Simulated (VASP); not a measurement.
# H14CO8 in VASP: notebook

The runs below take H14CO8 through single point, molecular dynamics, with PBEsol.

Program: VASP 6.6.1. These are calculated values, not measurements. Logs are shortened: lines on timing, memory, paths and dates and some standing lists are left out, and cuts for length are marked.

## Step 1: The cell of the first run

The cell holds a disordered packing, 23 atoms: a = 6.811 Å, b = 6.811 Å, c = 6.811 Å, α = 90.00°, β = 90.00°, γ = 90.00°.

## Step 2: Single point, PBEsol

The input, INCAR:

```
PREC = Accurate
ENCUT = 520
EDIFF = 1E-6
ISMEAR = -1
SIGMA = 0.02
LREAL = Auto
LASPH = True
NELM = 60
ALGO = Normal
ISIF = 2
LWAVE = False
LCHARG = False
GGA = PS
NBANDS = 50
```

The input, KPOINTS:

```
regular mesh
0
Gamma
  1 1 1
```

The input, POSCAR:

```
H14CO8
1.0
    6.8105660000      0.0000000000      0.0000000000
    0.0000000000      6.8105660000      0.0000000000
    0.0000000000      0.0000000000      6.8105660000
O H C
8 14 1
Direct
    0.5481189082      0.1347171439      0.4537067844
    0.1866952027      0.8164225998      0.3426146960
    0.2376601299      0.5406892760      0.0176637302
    0.1239838216      0.1229706900      1.0796019009
    0.8922019110      0.4741749805      0.4629130677
    0.2391724858      1.0467558790      0.6670811207
    0.6574049793      0.9374257587      0.1478878554
    0.9446351449      0.7550033287      0.0481457782
    0.4435901510      0.1476822925      0.5631543693
    0.6117406395     -0.0019968972      0.2818414798
    0.2986389090      0.7396154740      0.3894096320
    0.1987940503      0.9384388904      0.2740154049
    0.2715192834      0.5408507898     -0.1253640299
    0.1308408141      0.6297861294      0.0422431851
    0.1760352957      0.2623864155      1.0585757483
    0.2733987161     -0.0104102948      0.7939281405
    1.0013117852      0.3932712788      0.4714292468
    0.7770132468      0.4181737612      0.4105385661
    0.6717503362      1.1091148665      0.5318353864
    0.2269268076      0.9463236976      0.5640647194
   -0.0062549867      1.1064572313      0.0344611593
    0.9474396107      0.8942869066      0.2794187737
    0.8430283181      0.8570800136      0.1536729840
```

Potentials or basis: VASP PAW PBE potentials, release 64 (O, H, C).

Command:

```console
$ cat potpaw_PBE.64/O/POTCAR potpaw_PBE.64/H/POTCAR potpaw_PBE.64/C/POTCAR > POTCAR
$ mpirun -np 1 vasp_gam > vasp.out
```

OUTCAR:

```text
PREC = Accurate
   ENCUT = 520
   EDIFF = 1E-6
   ISMEAR = -1
   LREAL = Auto
   LASPH = True
   NELM = 60
   ISIF = 2
   GGA = PS

 ion  position               nearest neighbor table
   1  0.548  0.135  0.454-  19 1.01   9 1.03
   2  0.187  0.816  0.343-  12 0.96  11 0.98
   3  0.238  0.541  0.018-  14 0.96  13 1.00
   4  0.124  0.123  0.080-  21 0.95  15 1.02
   5  0.892  0.474  0.463-  17 0.93  18 0.94
   6  0.239  0.047  0.667-  16 0.98  20 0.98
   7  0.657  0.937  0.148-  10 1.05  23 1.38
   8  0.945  0.755  0.048-  23 1.22
   9  0.444  0.148  0.563-   1 1.03
  10  0.612  0.998  0.282-   7 1.05
  11  0.299  0.740  0.389-   2 0.98
  12  0.199  0.938  0.274-   2 0.96
  13  0.272  0.541  0.875-   3 1.00
  14  0.131  0.630  0.042-   3 0.96
  15  0.176  0.262  0.059-   4 1.02
  16  0.273  0.990  0.794-   6 0.98
  17  0.001  0.393  0.471-   5 0.93
  18  0.777  0.418  0.411-   5 0.94
  19  0.672  0.109  0.532-   1 1.01
  20  0.227  0.946  0.564-   6 0.98
  21  0.994  0.106  0.034-   4 0.95
  22  0.947  0.894  0.279-  23 1.14
  23  0.843  0.857  0.154-  22 1.14   8 1.22   7 1.38

  LATTYP: Found a simple cubic cell.
 ALAT       =     6.8105660000

  Lattice vectors:

 A1 = (   6.8105660000,   0.0000000000,   0.0000000000)
 A2 = (   0.0000000000,   6.8105660000,   0.0000000000)
 A3 = (   0.0000000000,   0.0000000000,   6.8105660000)

Analysis of symmetry for initial positions (statically):
=====================================================================
 Subroutine PRICEL returns:
 Original cell was already a primitive cell.

 Routine SETGRP: Setting up the symmetry group for a
 simple cubic supercell.

 Subroutine GETGRP returns: Found  1 space group operations
 (whereof  1 operations were pure point group operations)
 out of a pool of 48 trial point group operations.

The static configuration has the point symmetry C_1 .

Analysis of symmetry for dynamics (positions and initial velocities):
=====================================================================
 Subroutine PRICEL returns:
 Original cell was already a primitive cell.

 Routine SETGRP: Setting up the symmetry group for a
 simple cubic supercell.

 Subroutine GETGRP returns: Found  1 space group operations
 (whereof  1 operations were pure point group operations)
 out of a pool of 48 trial point group operations.

The dynamic configuration has the point symmetry C_1 .

 Subroutine INISYM returns: Found  1 space group operations
 (whereof  1 operations are pure point group operations),
 and found     1 'primitive' translations

----------------------------------------------------------------------------------------

                                     Primitive cell

  volume of cell :     315.9000

  direct lattice vectors                    reciprocal lattice vectors
     6.810566000  0.000000000  0.000000000     0.146830675  0.000000000  0.000000000
     0.000000000  6.810566000  0.000000000     0.000000000  0.146830675  0.000000000
     0.000000000  0.000000000  6.810566000     0.000000000  0.000000000  0.146830675

  length of vectors
     6.810566000  6.810566000  6.810566000     0.146830675  0.146830675  0.146830675

  position of ions in fractional coordinates (direct lattice)
     0.548118908  0.134717144  0.453706784
     0.186695203  0.816422600  0.342614696
     0.237660130  0.540689276  0.017663730
     0.123983822  0.122970690  0.079601901
     0.892201911  0.474174981  0.462913068
     0.239172486  0.046755879  0.667081121
[... 15 lines left out ...]
     0.947439611  0.894286907  0.279418774
     0.843028318  0.857080014  0.153672984

  ion indices of the primitive-cell ions
   primitive index   ion index
                 1           1
                 2           2
                 3           3
                 4           4
                 5           5
                 6           6
[... 15 lines left out ...]
                22          22
                23          23

----------------------------------------------------------------------------------------

 KPOINTS: regular mesh

Automatic generation of k-mesh.
 Grid dimensions read from file:
 generate k-points for:    1    1    1

 Generating k-lattice:

  Cartesian coordinates                     Fractional coordinates (reciprocal lattice)
     0.146830675  0.000000000  0.000000000     1.000000000  0.000000000  0.000000000
     0.000000000  0.146830675  0.000000000     0.000000000  1.000000000  0.000000000
     0.000000000  0.000000000  0.146830675     0.000000000  0.000000000  1.000000000

  Length of vectors
     0.146830675  0.146830675  0.146830675

  Shift w.r.t. Gamma in fractional coordinates (k-lattice)
     0.000000000  0.000000000  0.000000000

 Subroutine IBZKPT returns following result:
 ===========================================

 Found      1 irreducible k-points:

 Following reciprocal coordinates:
            Coordinates               Weight
  0.000000  0.000000  0.000000      1.000000
   k-points           NKPTS =      1   k-points in BZ     NKDIM =      1   number of bands    NBANDS=     50
   number of dos      NEDOS =    301   number of ions     NIONS =     23
   total plane-waves  NPLWV = 157464
   dimension x,y,z NGX =    54 NGY =   54 NGZ =   54
   dimension x,y,z NGXF=   108 NGYF=  108 NGZF=  108
   ions per type =               8  14   1
   NGX,Y,Z   is equivalent  to a cutoff of  13.18, 13.18, 13.18 a.u.
   NGXF,Y,Z  is equivalent  to a cutoff of  26.36, 26.36, 26.36 a.u.
 SYSTEM =  unknown system
   PREC   = accura    normal or accurate (medium, high low for compatibility)
   ISTART =      0    job   : 0-new  1-cont  2-samecut
   ICHARG =      2    charge: 1-file 2-atom 10-const
   ISPIN  =      1    spin polarized calculation?
   LNONCOLLINEAR =      F non collinear calculations
   LSORBIT =      F    spin-orbit coupling
   LASPH  =      T    aspherical Exc in radial PAW
   ENCUT  =  520.0 eV  38.22 Ry    6.18 a.u.  12.66 12.66 12.66*2*pi/ulx,y,z
   NELM   =     60;   NELMIN=  2; NELMDL= -5     # of ELM steps
   EDIFF  = 0.1E-05   stopping-criterion for ELM
   LREAL  =      T    real-space projection
   EDIFFG = 0.1E-04   stopping-criterion for IOM
   NSW    =      0    number of steps for IOM
   IBRION =     -1    ionic relax: 0-MD 1-quasi-New 2-CG
   NFREE  =      0    steps in history (QN), initial steepest desc. (CG)
   ISIF   =      2    stress and relaxation
   ISYM   =      2    0-nonsym 1-usesym 2-fastsym
   POTIM  = 0.5000    time-step for ionic-motion
   TEBEG  =    0.0;   TEEND  =   0.0 temperature during run
   PSTRESS=    0.0 pullay stress
   NELECT =      66.0000    total number of electrons
   NUPDOWN=      -1.0000    fix difference up-down
   EMIN   =  10.00;   EMAX   =-10.00  energy-range for DOS
   EFERMI =   0.00;   METHOD = LEGACY
   ISMEAR =    -1;   SIGMA  =   0.02  broadening in eV -4-tet -1-fermi 0-gaus
   EFERMI_NEDOS =   21; number of points for ismear=-14 and -15
   IALGO  =     38    algorithm
   IMIX   =      4    mixing-type and parameters
     AMIX     =   0.40;   BMIX     =  1.00
     AMIX_MAG =   1.60;   BMIX_MAG =  1.00
  volume/ion in A,a.u.               =      13.73        92.69
  Fermi-wavevector in a.u.,A,eV,Ry     =   0.971418  1.835714 12.839185  0.943653
  Thomas-Fermi vector in A             =   2.101634
   LORBIT       =      0    0 simple, 1 ext, 2 COOP (PROOUT), +10 PAW based schemes
   GGA     = PS    functional components
   LHFCALC =     F    Hartree Fock is set to
   AEXX    =    0.0000 exact exchange contribution
   IVDW    =     0    specifies the selected vdW correction
   LEPSILON=     F    determine dielectric tensor
   LRPA    =     F    only Hartree local field effects (RPA)
 non-spin polarized calculation
  energy-cutoff  :      520.00
  volume of cell :      315.90
 maximum number of plane-waves:      4205
 NGX is ok and might be reduce to    50
   NGX = 25   NGY = 25   NGZ = 25

 number of electron      66.0000005 magnetization

 Free energy of the ion-electron system (eV)
  ---------------------------------------------------
  ext. energy  EPLUGINS =         0.00000000
  ---------------------------------------------------
  free energy    TOTEN  =      -116.90214717 eV

  energy without entropy =     -116.90214717  energy(sigma->0) =     -116.90214717

 E-fermi :  -3.0034     XC(G=0):  -5.7816

 val. band max:       -3.5876780658   @ k =   0.0000   0.0000   0.0000
 cond. band min:       0.3752064819   @ k =   0.0000   0.0000   0.0000
 fundamental gap:      3.9628845477
 Fermi energy:        -3.0034462277

 k-point     1 :       0.0000    0.0000    0.0000
  band No.  band energies     occupation
      1     -24.6070      2.00000
      2     -23.3511      2.00000
      3     -23.1998      2.00000
      4     -22.8228      2.00000
      5     -22.5648      2.00000
      6     -22.4896      2.00000
[... 37 lines left out ...]
     44       5.6222      0.00000
     45       5.8306      0.00000
 [bands above 45 left out]

------------------------ aborting loop because EDIFF is reached ----------------------------------------

  FORCE on cell =-STRESS in cart. coord.  units (eV):
  Direction    XX          YY          ZZ          XY          YZ          ZX
  --------------------------------------------------------------------------------------
  -------------------------------------------------------------------------------------
  Total        0.1528316      1.2694335      0.4829584      1.6479222      1.5131432      1.3602565
  in kB        0.7751294      6.4382956      2.4494620      8.3579095      7.6743395      6.8989306
  external PRESSURE =       3.2209623 kB  Pullay stress =       0.0000000 kB

 VOLUME and BASIS-vectors are now :
 -----------------------------------------------------------------------------
  energy-cutoff  :      520.00
  volume of cell :      315.90
      direct lattice vectors                 reciprocal lattice vectors
     6.810566000  0.000000000  0.000000000     0.146830675  0.000000000  0.000000000
     0.000000000  6.810566000  0.000000000     0.000000000  0.146830675  0.000000000
     0.000000000  0.000000000  6.810566000     0.000000000  0.000000000  0.146830675

 POSITION                                       TOTAL-FORCE (eV/Angst)
 -----------------------------------------------------------------------------------
      3.73300      0.91750      3.09000         1.376636      0.094942      1.486142
      1.27150      5.56030      2.33340        -0.344836     -1.507394      2.174230
      1.61860      3.68240      0.12030         2.203495     -2.075116     -1.416501
      0.84440      0.83750      0.54213         2.638462      1.052669      0.769413
      6.07640      3.22940      3.15270        -0.790885      3.045113      0.837518
      1.62890      0.31843      4.54320         0.420371      0.987180      0.306849
[... 15 lines left out ...]
      6.45260      6.09060      1.90300        -2.018755      0.411881      0.558274
      5.74150      5.83720      1.04660         0.630439      1.353433      3.197318
 -----------------------------------------------------------------------------------
    total drift:                               -0.004642     -0.004096     -0.006946

  FREE ENERGIE OF THE ION-ELECTRON SYSTEM (eV)
  ---------------------------------------------------
  free  energy   TOTEN  =      -116.9021471711 eV

  energy  without entropy=     -116.9021471711  energy(sigma->0) =     -116.90214717
```

It took 49 s on 1 thread of Intel Xeon Platinum 8259CL at 2.50GHz (Skylake/Cascade Lake), shared host; peak memory 0.36 GiB.

What came out:

- Free energy: -116.9021 eV
- Pressure: 0.3 GPa
- Largest force: 3.792 eV/Å

Forces in eV/Å, atoms in the order of the input:
```
O    1.377  0.095  1.486
O   -0.345 -1.507  2.174
O    2.203 -2.075 -1.417
O    2.638  1.053  0.769
O   -0.791  3.045  0.838
O    0.420  0.987  0.307
O    1.445 -1.498 -0.694
O   -2.772 -0.213 -2.578
H    0.029 -0.747 -0.861
H    0.406 -0.059 -0.740
H    0.236  0.644 -0.969
H    1.289  1.145 -1.223
H   -0.548  0.182  1.393
H   -1.042  0.899  0.015
H   -0.927 -0.704  0.058
H   -0.282 -0.075  0.067
H    1.568 -1.969 -0.174
H   -0.913 -1.238 -0.668
H   -1.073  0.385 -0.640
H   -0.358 -0.534 -0.160
H   -1.176  0.419 -0.740
H   -2.019  0.412  0.558
C    0.630  1.353  3.197
```

Caveat: the k points lie up to 0.92 Å⁻¹ apart; the atoms stand as in a frame of molecular dynamics; the PAW data sets were made with another functional, which shifts forces and pressure a little.

## Step 3: Single point, PBEsol

The input, INCAR:

```
SYSTEM = H14CO8
  PREC = Accurate
  ENCUT = 520
  EDIFF = 1E-6
  ISMEAR = -1
  SIGMA = 0.02
  LREAL = Auto
  LASPH = .True.
  NELM = 100
  ALGO = Normal
  ISIF = 2
  LWAVE = .False.
  LCHARG = .False.
  GGA = PS
  NBANDS = 50
```

The input, KPOINTS:

```
regular mesh
0
Gamma
  1 1 1
  0 0 0
```

The input, POSCAR:

```
H14CO8
1.0
    6.8105660000      0.0000000000      0.0000000000
    0.0000000000      6.8105660000      0.0000000000
    0.0000000000      0.0000000000      6.8105660000
O H C
8 14 1
Direct
    0.5327016873      0.1746844535      0.3917736059
    0.1954316279      0.8153213698      0.3968245811
    0.2092337113      0.5149498588      0.0163569371
    0.1625121906      0.1636868360      1.1291572536
    0.8851980878      0.4661580256      0.4148113387
    0.2714165019      1.0218680797      0.7045669919
    0.6757000813      0.9398044157      0.1120024386
    0.9296730991      0.7741353655      0.0542686173
    0.4348096766      0.1122520507      0.4779191627
    0.6362760452      0.0231405143      0.2375132992
    0.3168459127      0.7656926018      0.3246426215
    0.0961006765      0.7745171253      0.2858205911
    0.1938752227      0.4613713456     -0.1267442383
    0.1157906700      0.6220481528      0.0202185839
    0.1581072704      0.2973908483      1.1268226459
    0.3510427768     -0.0992869021      0.7378681889
    0.8743766671      0.3187106622      0.3893215336
    1.0366832948      0.4905759668      0.3788671896
    0.4611070504      1.2722290629      0.3238350528
    0.1447016298      0.9520207278      0.6425457150
    0.2801235609      1.0925230003      0.0798612039
    0.7838996054      0.8033253037      0.3427468437
    0.8120617288      0.8196088255      0.1810275387
```

Potentials or basis: VASP PAW PBE potentials, release 64 (O, H, C).

Command:

```console
$ cat potpaw_PBE.64/O/POTCAR potpaw_PBE.64/H/POTCAR potpaw_PBE.64/C/POTCAR > POTCAR
$ mpirun -np 1 vasp_gam > vasp.out
```

Run time: 44 s. Hardware: 1 thread of Intel Xeon Platinum 8259CL at 2.50GHz (Skylake/Cascade Lake), shared host; peak memory 0.37 GiB.

Results (log left out):

```
Free energy   : -116.5251 eV
Pressure      : -1.3 GPa
Largest force : 5.851 eV/Å
```

Forces in eV/Å, atoms in the order of the input:
```
O    1.281 -1.299  0.644
O   -0.188 -2.147 -3.068
O    0.759 -1.231 -2.736
O   -0.053 -5.784  0.884
O    3.097 -1.316 -1.031
O   -1.315 -2.394 -0.647
O   -1.150  1.296  2.032
O    1.581 -1.759  0.971
H   -0.352 -0.196  0.500
H   -0.881 -0.158 -1.129
H   -1.019  0.695  1.081
H    1.268  0.946  1.579
H    0.342  0.766  2.561
H   -0.967  0.768  0.084
H    0.807  4.097 -0.955
H   -0.752  1.278 -0.242
H   -0.041  1.733  0.325
H   -3.074 -0.420  0.833
H   -0.848  1.108 -0.997
H    2.724  1.447  1.004
H   -0.933  1.364  0.116
H    1.203 -0.892 -0.167
C   -1.489  2.100 -1.646
```

Stress tensor (GPa, compression positive):
```
-2.24 -1.82  0.34
-1.82  1.92 -1.91
 0.34 -1.91 -3.52
```

Levels at points of the mesh, in eV from the Fermi level:
```
           k point  band 31  band 32  band 33  band 34  band 35  band 36
(0.00, 0.00, 0.00)    -1.19    -1.10    -0.50     3.48     3.86     6.05
```

Caveat: the k points lie up to 0.92 Å⁻¹ apart; the atoms stand as in a frame of molecular dynamics; the PAW data sets were made with another functional, which shifts forces and pressure a little.

[end of part 1 of 2]
